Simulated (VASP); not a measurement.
Set up this calculation in VASP 6.6.1, as the native input.

- Task: relaxation of cell and atoms
- Functional: r2SCAN
- Potentials or basis: VASP PAW PBE potentials, release 64 (Al)
- Cutoff: 550 eV
- k mesh: 20 × 20 × 20
- Occupations: gaussian, width 0.1 eV
- Spin: no spin polarisation
- Dipole correction: no
- Further INCAR settings: ALGO = Normal; EDIFF = 1e-07; IBRION = 2; EDIFFG = -0.02; NSW = 80; ISIF = 3

Crystal: Al.

```
Al
1.0
     0.00000    2.02500    2.02500
     2.02500    0.00000    2.02500
     2.02500    2.02500    0.00000
Al
1
Direct
  0.00000 0.00000 0.00000
```

One way to write it, as run:

POSCAR

```
Al
1.0
    0.0000000000      2.0250000000      2.0250000000
    2.0250000000      0.0000000000      2.0250000000
    2.0250000000      2.0250000000      0.0000000000
Al
1
Direct
    0.0000000000      0.0000000000      0.0000000000
```

INCAR.step1

```
SYSTEM = Al
PREC = Accurate
ENCUT = 550
ISMEAR = 0
SIGMA = 0.1
LREAL = .False.
LASPH = .True.
NELM = 120
GGA = PE
ALGO = Normal
EDIFF = 1E-5
LWAVE = .True.
LCHARG = .False.
GGA_COMPAT = .False.
IBRION = 2
ISIF = 3
EDIFFG = -0.005
NELMIN = 4
NSW = 100
```

INCAR.step2

```
SYSTEM = Al
PREC = Accurate
ENCUT = 550
EDIFF = 1E-7
ISMEAR = 0
SIGMA = 0.1
LREAL = .False.
LASPH = .True.
NELM = 120
ALGO = Normal
ISIF = 3
LWAVE = .False.
LCHARG = .False.
METAGGA = R2SCAN
LMIXTAU = .True.
IBRION = 2
NSW = 80
EDIFFG = -0.02
ISTART = 1
GGA_COMPAT = .False.
NELMIN = 4
```

KPOINTS

```
Automatic mesh
0
Gamma
  20 20 20
  0 0 0
```

Potentials or basis: VASP PAW PBE potentials, release 64 (Al).

The run is started by

```bash
$ cat potpaw_PBE.64/Al/POTCAR > POTCAR
$ cp INCAR.step1 INCAR
$ mpirun -np 1 vasp_std > vasp.out
$ cp INCAR.step2 INCAR
$ mpirun -np 1 vasp_std > vasp.out
```

Results of the run:

```json
{
 "Relaxed volume": "15.84 Å³/atom",
 "Relaxed cell": "a = 2.819 Å, b = 2.819 Å, c = 2.819 Å, α = 60.00°, β = 60.00°, γ = 60.00°",
 "Space group after relaxing (to 0.1 Å)": "Fm-3m (No. 225)",
 "Energy gained by relaxing": "9.9 meV/atom",
 "Ionic steps": "3",
 "Pressure after relaxing": "0.0 GPa",
 "Band gap on the k mesh": "zero (an odd number of electrons rules out a gap without spin polarisation)"
}
```

Caveat: the PAW data sets were made with another functional, which shifts forces and pressure a little.

It took 70 s on 1 thread of Intel(R) Xeon(R) 6975P-C (Granite Rapids), on a shared host, peak memory 0.15 GiB.
